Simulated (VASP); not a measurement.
# Be (P6_3/mmc) in VASP: notebook

The runs below take Be through single point, with PBEsol.

Program: VASP 6.6.1. These are calculated values, not measurements. Logs are shortened: lines on timing, memory, paths and dates and some standing lists are left out, and cuts for length are marked.

## 1. The cell of the first run

Symmetry: P6_3/mmc, No. 194, hexagonal system. Conventional cell: a = 2.242 Å, b = 2.242 Å, c = 3.511 Å, α = 90.00°, β = 90.00°, γ = 120.00°. Be (site symmetry -6m2) has 12 Be at 2.18 to 2.24 Å within 2.9 Å.

## 2. Single point, PBEsol (strain -0.025 along x and y, -0.025 along z)

INCAR reads:

```
PREC = Accurate
ENCUT = 520
EDIFF = 1E-6
ISMEAR = 0
SIGMA = 0.15
LREAL = False
LASPH = True
NELM = 80
ALGO = Normal
ISIF = 2
LWAVE = False
LCHARG = False
GGA = PS
NBANDS = 9
```

KPOINTS reads:

```
Automatic mesh
0
Gamma
  24 24 14
```

POSCAR reads:

```
Be
1.0
    2.2420144353      0.0000000000      0.0000000000
   -1.1210072177      1.9416414566      0.0000000000
    0.0000000000      0.0000000000      3.5108775000
Be
2
Direct
    0.3333333333      0.6666666667      0.2500000000
    0.6666666667      0.3333333333      0.7500000000
```

Potentials or basis: VASP PAW PBE potentials, release 64 (Be).

The run is started by

```sh
> cat potpaw_PBE.64/Be/POTCAR > POTCAR
> mpirun -np 1 vasp_std > vasp.out
```

OUTCAR:

```text
PREC = Accurate
   ENCUT = 520
   EDIFF = 1E-6
   ISMEAR = 0
   LREAL = False
   LASPH = True
   NELM = 80
   ISIF = 2
   GGA = PS

 ion  position               nearest neighbor table
   1  0.333  0.667  0.250-   2 2.18   2 2.18   2 2.18   2 2.18   2 2.18   2 2.18
   2  0.667  0.333  0.750-   1 2.18   1 2.18   1 2.18   1 2.18   1 2.18   1 2.18

  LATTYP: Found a hexagonal cell.
 ALAT       =     2.2420144353
 C/A-ratio  =     1.5659477677

  Lattice vectors:

 A1 = (   2.2420144353,   0.0000000000,   0.0000000000)
 A2 = (  -1.1210072177,   1.9416414566,   0.0000000000)
 A3 = (   0.0000000000,   0.0000000000,   3.5108775000)

Analysis of symmetry for initial positions (statically):
=====================================================================
 Subroutine PRICEL returns:
 Original cell was already a primitive cell.

 Routine SETGRP: Setting up the symmetry group for a
 hexagonal supercell.

 Subroutine GETGRP returns: Found 24 space group operations
 (whereof 12 operations were pure point group operations)
 out of a pool of 24 trial point group operations.

The static configuration has the point symmetry D_3d.
 The point group associated with its full space group is D_6h.

Analysis of symmetry for dynamics (positions and initial velocities):
=====================================================================
 Subroutine PRICEL returns:
 Original cell was already a primitive cell.

 Routine SETGRP: Setting up the symmetry group for a
 hexagonal supercell.

 Subroutine GETGRP returns: Found 24 space group operations
 (whereof 12 operations were pure point group operations)
 out of a pool of 24 trial point group operations.

The dynamic configuration has the point symmetry D_3d.
 The point group associated with its full space group is D_6h.

 Subroutine INISYM returns: Found 24 space group operations
 (whereof 12 operations are pure point group operations),
 and found     1 'primitive' translations

----------------------------------------------------------------------------------------

                                     Primitive cell

  volume of cell :      15.2835

  direct lattice vectors                    reciprocal lattice vectors
     2.242014435  0.000000000  0.000000000     0.446027458  0.257514073  0.000000000
    -1.121007218  1.941641457  0.000000000     0.000000000  0.515028146  0.000000000
     0.000000000  0.000000000  3.510877500     0.000000000  0.000000000  0.284829078

  length of vectors
     2.242014435  2.242014435  3.510877500     0.515028146  0.515028146  0.284829078

  position of ions in fractional coordinates (direct lattice)
     0.333333333  0.666666667  0.250000000
     0.666666667  0.333333333  0.750000000

  ion indices of the primitive-cell ions
   primitive index   ion index
                 1           1
                 2           2

----------------------------------------------------------------------------------------

 KPOINTS: Automatic mesh

Automatic generation of k-mesh.
 Grid dimensions read from file:
 generate k-points for:   24   24   14

 Generating k-lattice:

  Cartesian coordinates                     Fractional coordinates (reciprocal lattice)
     0.018584477  0.010729753  0.000000000     0.041666667  0.000000000  0.000000000
     0.000000000  0.021459506  0.000000000     0.000000000  0.041666667  0.000000000
     0.000000000  0.000000000  0.020344934     0.000000000  0.000000000  0.071428571

  Length of vectors
     0.021459506  0.021459506  0.020344934

  Shift w.r.t. Gamma in fractional coordinates (k-lattice)
     0.000000000  0.000000000  0.000000000

 Subroutine IBZKPT returns following result:
 ===========================================

 Found    488 irreducible k-points:

 Following reciprocal coordinates:
            Coordinates               Weight
  0.000000  0.000000  0.000000      1.000000
  0.041667  0.000000  0.000000      6.000000
  0.083333  0.000000  0.000000      6.000000
  0.125000  0.000000  0.000000      6.000000
  0.166667 -0.000000  0.000000      6.000000
  0.208333  0.000000  0.000000      6.000000
[... 16 lines left out ...]
  0.416667  0.041667  0.000000     12.000000
  0.458333  0.041667  0.000000     12.000000
 [... further k-points ...]
   k-points           NKPTS =    488   k-points in BZ     NKDIM =    488   number of bands    NBANDS=      9
   number of dos      NEDOS =    301   number of ions     NIONS =      2
   total plane-waves  NPLWV =   9072
   dimension x,y,z NGX =    18 NGY =   18 NGZ =   28
   dimension x,y,z NGXF=    36 NGYF=   36 NGZF=   56
   ions per type =               2
   NGX,Y,Z   is equivalent  to a cutoff of  13.35, 13.35, 13.26 a.u.
   NGXF,Y,Z  is equivalent  to a cutoff of  26.69, 26.69, 26.52 a.u.
 SYSTEM =  unknown system
   PREC   = accura    normal or accurate (medium, high low for compatibility)
   ISTART =      0    job   : 0-new  1-cont  2-samecut
   ICHARG =      2    charge: 1-file 2-atom 10-const
   ISPIN  =      1    spin polarized calculation?
   LNONCOLLINEAR =      F non collinear calculations
   LSORBIT =      F    spin-orbit coupling
   LASPH  =      T    aspherical Exc in radial PAW
   ENCUT  =  520.0 eV  38.22 Ry    6.18 a.u.   4.17  4.17  6.53*2*pi/ulx,y,z
   NELM   =     80;   NELMIN=  2; NELMDL= -5     # of ELM steps
   EDIFF  = 0.1E-05   stopping-criterion for ELM
   LREAL  =      F    real-space projection
   EDIFFG = 0.1E-04   stopping-criterion for IOM
   NSW    =      0    number of steps for IOM
   IBRION =     -1    ionic relax: 0-MD 1-quasi-New 2-CG
   NFREE  =      0    steps in history (QN), initial steepest desc. (CG)
   ISIF   =      2    stress and relaxation
   ISYM   =      2    0-nonsym 1-usesym 2-fastsym
   POTIM  = 0.5000    time-step for ionic-motion
   TEBEG  =    0.0;   TEEND  =   0.0 temperature during run
   PSTRESS=    0.0 pullay stress
   NELECT =       4.0000    total number of electrons
   NUPDOWN=      -1.0000    fix difference up-down
   EMIN   =  10.00;   EMAX   =-10.00  energy-range for DOS
   EFERMI =   0.00;   METHOD = LEGACY
   ISMEAR =     0;   SIGMA  =   0.15  broadening in eV -4-tet -1-fermi 0-gaus
   EFERMI_NEDOS =   21; number of points for ismear=-14 and -15
   IALGO  =     38    algorithm
   IMIX   =      4    mixing-type and parameters
     AMIX     =   0.40;   BMIX     =  1.00
     AMIX_MAG =   1.60;   BMIX_MAG =  1.00
  volume/ion in A,a.u.               =       7.64        51.57
  Fermi-wavevector in a.u.,A,eV,Ry     =   1.047178  1.978879 14.919897  1.096581
  Thomas-Fermi vector in A             =   2.182047
   LORBIT       =      0    0 simple, 1 ext, 2 COOP (PROOUT), +10 PAW based schemes
   GGA     = PS    functional components
   LHFCALC =     F    Hartree Fock is set to
   AEXX    =    0.0000 exact exchange contribution
   IVDW    =     0    specifies the selected vdW correction
   LEPSILON=     F    determine dielectric tensor
   LRPA    =     F    only Hartree local field effects (RPA)
 non-spin polarized calculation
 Gauss-broadening in eV      SIGMA  =   0.15
  energy-cutoff  :      520.00
  volume of cell :       15.28
 maximum number of plane-waves:       424
 NGX is ok and might be reduce to    18
   NGX =  9   NGY =  9   NGZ = 13

 number of electron       4.0000000 magnetization

 Free energy of the ion-electron system (eV)
  ---------------------------------------------------
  ext. energy  EPLUGINS =         0.00000000
  ---------------------------------------------------
  free energy    TOTEN  =        -7.99013327 eV

  energy without entropy =       -7.98792944  energy(sigma->0) =       -7.98903136

 E-fermi :   7.2332     XC(G=0): -10.7200

 val. band max:        7.2199430870   @ k =   0.2917   0.2917   0.0000
 cond. band min:       7.2736017295   @ k =   0.2917   0.2500   0.0000
 fundamental gap:      0.0536586425
 Fermi energy:         7.2332391710

 k-point     1 :       0.0000    0.0000    0.0000
  band No.  band energies     occupation
      1      -4.2336      2.00000
      2       2.7667      2.00000
      3       8.6360      0.00000
      4      23.6059      0.00000
      5      23.6059      0.00000
      6      26.5508      0.00000
      7      26.5508      0.00000
      8      28.9305      0.00000
      9      34.8884      0.00000

 k-point     2 :       0.0417    0.0000    0.0000
  band No.  band energies     occupation
      1      -4.1834      2.00000
      2       2.8334      2.00000
      3       8.6485      0.00000
      4      23.1682      0.00000
      5      23.2583      0.00000
      6      26.5661      0.00000
      7      26.7567      0.00000
      8      28.8288      0.00000
      9      33.9147      0.00000

 k-point     3 :       0.0833    0.0000    0.0000
  band No.  band energies     occupation
      1      -4.0328      2.00000
      2       3.0336      2.00000
      3       8.6843      0.00000
      4      22.0210      0.00000
      5      22.4773      0.00000
      6      26.5781      0.00000
      7      27.0874      0.00000
      8      28.4954      0.00000
      9      32.3775      0.00000

 k-point     4 :       0.1250    0.0000    0.0000
  band No.  band energies     occupation
      1      -3.7816      2.00000
      2       3.3669      2.00000
      3       8.7366      0.00000
      4      20.4726      0.00000
      5      21.5664      0.00000
      6      26.5309      0.00000
      7      27.2177      0.00000
      8      27.8508      0.00000
      9      30.6765      0.00000
[... 205 lines left out ...]
 k-point    22 :       0.3750    0.0417    0.0000
  band No.  band energies     occupation
      1       0.2989      2.00000
      2       6.3361      2.00000
      3       8.6956      0.00000
      4      13.6955      0.00000
      5      16.6714      0.00000
      6      17.0528      0.00000
      7      19.8932      0.00000
      8      24.9269      0.00000
      9      27.7851      0.00000

 k-point    23 :       0.4167    0.0417    0.0000
  band No.  band energies     occupation
      1       1.2180      2.00000
      2       5.2294      2.00000
      3       9.8747      0.00000
      4      13.9780      0.00000
      5      15.4132      0.00000
      6      16.2074      0.00000
      7      19.1033      0.00000
      8      24.7331      0.00000
      9      27.7987      0.00000

 k-point    24 :       0.4583    0.0417    0.0000
  band No.  band energies     occupation
      1       2.0167      2.00000
      2       4.3166      2.00000
      3      10.8760      0.00000
      4      14.1785      0.00000
      5      14.2865      0.00000
      6      15.8458      0.00000
      7      18.6871      0.00000
      8      24.6344      0.00000
      9      27.8080      0.00000

 [... further k-points ...]
[... 5 lines left out ...]
  --------------------------------------------------------------------------------------
  -------------------------------------------------------------------------------------
  Total        0.2730725      0.2730725      0.5290456     -0.0000000      0.0000000      0.0000000
  in kB       28.6263178     28.6263178     55.4600923     -0.0000000      0.0000000      0.0000000
  external PRESSURE =      37.5709093 kB  Pullay stress =       0.0000000 kB

 VOLUME and BASIS-vectors are now :
 -----------------------------------------------------------------------------
  energy-cutoff  :      520.00
  volume of cell :       15.28
      direct lattice vectors                 reciprocal lattice vectors
     2.242014435  0.000000000  0.000000000     0.446027458  0.257514073  0.000000000
    -1.121007218  1.941641457  0.000000000     0.000000000  0.515028146  0.000000000
     0.000000000  0.000000000  3.510877500     0.000000000  0.000000000  0.284829078

 POSITION                                       TOTAL-FORCE (eV/Angst)
 -----------------------------------------------------------------------------------
     -0.00000      1.29443      0.87772        -0.000000      0.000000      0.000000
      1.12101      0.64721      2.63316         0.000000     -0.000000      0.000000
 -----------------------------------------------------------------------------------
    total drift:                                0.000000     -0.000000      0.000000

  FREE ENERGIE OF THE ION-ELECTRON SYSTEM (eV)
  ---------------------------------------------------
  free  energy   TOTEN  =        -7.9901332750 eV

  energy  without entropy=       -7.9879294398  energy(sigma->0) =       -7.98903136
```

Run time: 17 s. Hardware: 1 thread of Intel Xeon 6975P-C (Granite Rapids), shared host; peak memory 0.16 GiB.

What came out:

```
Free energy            : -7.9901 eV
Pressure               : 3.8 GPa
Band gap on the k mesh : zero (band 2 reaches 8.28 eV, above the bottom of band 3 at 6.15 eV)
```

Caveat: the cell differs from its parent crystal (strain -0.025 along x and y, -0.025 along z); the PAW data sets were made with another functional, which shifts forces and pressure a little.

## 3. Single point, PBEsol (strain -0.050 along x and y, +0.050 along z)

INCAR reads:

```
  PREC = Accurate
  ENCUT = 520
  EDIFF = 1E-6
  ISMEAR = 0
  SIGMA = 0.15
  LREAL = F
  LASPH = T
  NELM = 100
  ALGO = Fast
  ISIF = 2
  LWAVE = F
  LCHARG = F
  GGA = PS
  NBANDS = 9
```

KPOINTS is that of step 2.

POSCAR reads:

```
Be
1.0
    2.1845268857      0.0000000000      0.0000000000
   -1.0922634429      1.8918557782      0.0000000000
    0.0000000000      0.0000000000      3.7809450000
Be
2
Direct
    0.3333333333      0.6666666667      0.2500000000
    0.6666666667      0.3333333333      0.7500000000
```

Potentials or basis: VASP PAW PBE potentials, release 64 (Be).

The run is started by

```sh
> cat potpaw_PBE.64/Be/POTCAR > POTCAR
> mpirun -np 1 vasp_std > vasp.out
```

Run time: 12 s. Hardware: 1 thread of Intel Xeon 6975P-C (Granite Rapids), shared host; peak memory 0.16 GiB.

It converged, with:

| Item | Value |
| --- | --- |
| Free energy | -7.9004 eV |
| Pressure | 1.7 GPa |
| Band gap on the k mesh | zero (band 2 reaches 7.91 eV, above the bottom of band 3 at 6.48 eV) |

Stress tensor (GPa, compression positive):
```
 10.84   0.00   0.00
  0.00  10.84   0.00
  0.00   0.00 -16.44
```

Levels at points of the mesh, in eV from the Fermi level:
```tsv
k point	band 1	band 2	band 3	band 4	band 5	band 6
(0.00, 0.00, 0.00)	-11.43	-5.33	-0.41	18.08	18.08	18.48
(0.50, 0.00, 0.00)	-4.78	-2.82	3.57	5.83	6.21	9.59
(0.00, 0.00, 0.50)	-9.51	-9.51	8.10	8.10	19.36	19.36
(0.50, 0.00, 0.50)	-3.56	-3.56	1.93	1.93	13.24	13.24
```

Caveat: the cell differs from its parent crystal (strain -0.050 along x and y, +0.050 along z); the PAW data sets were made with another functional, which shifts forces and pressure a little.

## 4. Single point, PBEsol (strain +0.000 along x and y, -0.050 along z)

INCAR reads:

```
SYSTEM = Be
ALGO = Fast
EDIFF = 1E-6
ENCUT = 520
GGA = PS
ISIF = 2
ISMEAR = 0
LASPH = .True.
LCHARG = .True.
LELF = .True.
LREAL = .False.
LVHAR = .True.
LWAVE = .False.
NBANDS = 9
NELM = 100
PREC = Accurate
SIGMA = 0.15
```

KPOINTS reads:

```
k-points
0
Gamma
  24 24 14
  0 0 0
```

POSCAR reads:

```
Be
1.0
    2.2995019849      0.0000000000      0.0000000000
   -1.1497509925      1.9914271350      0.0000000000
    0.0000000000      0.0000000000      3.4208550000
Be
2
Direct
    0.3333333333      0.6666666667      0.2500000000
    0.6666666667      0.3333333333      0.7500000000
```

Potentials or basis: VASP PAW PBE potentials, release 64 (Be).

The run is started by

```sh
> cat potpaw_PBE.64/Be/POTCAR > POTCAR
> mpirun -np 1 vasp_std > vasp.out
```

OUTCAR:

```text
SYSTEM = Be
   EDIFF = 1E-6
   ENCUT = 520
   GGA = PS
   ISIF = 2
   ISMEAR = 0
   LASPH = .True.
   LREAL = .False.
   NELM = 100
   PREC = Accurate

 ion  position               nearest neighbor table
   1  0.333  0.667  0.250-   2 2.17   2 2.17   2 2.17   2 2.17   2 2.17   2 2.17
   2  0.667  0.333  0.750-   1 2.17   1 2.17   1 2.17   1 2.17   1 2.17   1 2.17

  LATTYP: Found a hexagonal cell.
 ALAT       =     2.2995019849
 C/A-ratio  =     1.4876503793

  Lattice vectors:
[... 479 lines left out ...]

------------------------ aborting loop because EDIFF is reached ----------------------------------------

  FORCE on cell =-STRESS in cart. coord.  units (eV):
  Direction    XX          YY          ZZ          XY          YZ          ZX
  --------------------------------------------------------------------------------------
  -------------------------------------------------------------------------------------
  Total       -0.4613095     -0.4613095      1.3669450      0.0000000      0.0000000      0.0000000
  in kB      -47.1813240    -47.1813240    139.8069497      0.0000000      0.0000000      0.0000000
  external PRESSURE =      15.1481006 kB  Pullay stress =       0.0000000 kB

 VOLUME and BASIS-vectors are now :
 -----------------------------------------------------------------------------
  energy-cutoff  :      520.00
  volume of cell :       15.67
      direct lattice vectors                 reciprocal lattice vectors
     2.299501985  0.000000000  0.000000000     0.434876772  0.251076221  0.000000000
    -1.149750993  1.991427135  0.000000000     0.000000000  0.502152443  0.000000000
     0.000000000  0.000000000  3.420855000     0.000000000  0.000000000  0.292324580

 POSITION                                       TOTAL-FORCE (eV/Angst)
 -----------------------------------------------------------------------------------
     -0.00000      1.32762      0.85521        -0.000000      0.000000      0.000000
      1.14975      0.66381      2.56564         0.000000     -0.000000      0.000000
 -----------------------------------------------------------------------------------
    total drift:                                0.000000     -0.000000      0.000000

  FREE ENERGIE OF THE ION-ELECTRON SYSTEM (eV)
  ---------------------------------------------------
  free  energy   TOTEN  =        -7.9595479157 eV

  energy  without entropy=       -7.9579450637  energy(sigma->0) =       -7.95874649
```

OSZICAR:

```text
N       E                     dE             d eps       ncg     rms          rms(c)
DAV:   1    -0.323221661692E+01   -0.32322E+01   -0.17944E+03  8880   0.366E+02
DAV:   2    -0.793883724986E+01   -0.47066E+01   -0.45643E+01 12894   0.544E+01
DAV:   3    -0.799616151806E+01   -0.57324E-01   -0.57024E-01 10343   0.392E+00
DAV:   4    -0.799624527544E+01   -0.83757E-04   -0.83754E-04 11145   0.152E-01
DAV:   5    -0.799624530927E+01   -0.33821E-07   -0.34596E-07  9897   0.295E-03    0.130E+00
RMM:   6    -0.797045901695E+01    0.25786E-01   -0.23344E-03  8972   0.512E-01    0.790E-01
RMM:   7    -0.795953444351E+01    0.10925E-01   -0.37026E-03  9141   0.510E-01    0.168E-02
RMM:   8    -0.795954679358E+01   -0.12350E-04   -0.16473E-04  9741   0.126E-01    0.653E-03
RMM:   9    -0.795954836915E+01   -0.15756E-05   -0.93214E-06 10379   0.230E-02    0.208E-03
RMM:  10    -0.795954791568E+01    0.45346E-06   -0.63706E-07  9141   0.729E-03
   1 F= -.79595479E+01 E0= -.79587465E+01  d E =-.160285E-02
```

Wall time 20 s (1 thread of Intel Xeon 6975P-C (Granite Rapids), shared host); peak memory 0.17 GiB.

Results:

| Property | Result |
| --- | --- |
| Free energy | -7.9595 eV |
| Pressure | 1.5 GPa |
| Band gap on the k mesh | zero (band 2 reaches 8.01 eV, above the bottom of band 3 at 5.70 eV) |

Stress tensor (GPa, compression positive):
```
-4.72  0.00  0.00
 0.00 -4.72  0.00
 0.00  0.00 13.98
```

Caveat: the cell differs from its parent crystal (strain +0.000 along x and y, -0.050 along z); the PAW data sets were made with another functional, which shifts forces and pressure a little.

(Part 1 of 2 ends here.)
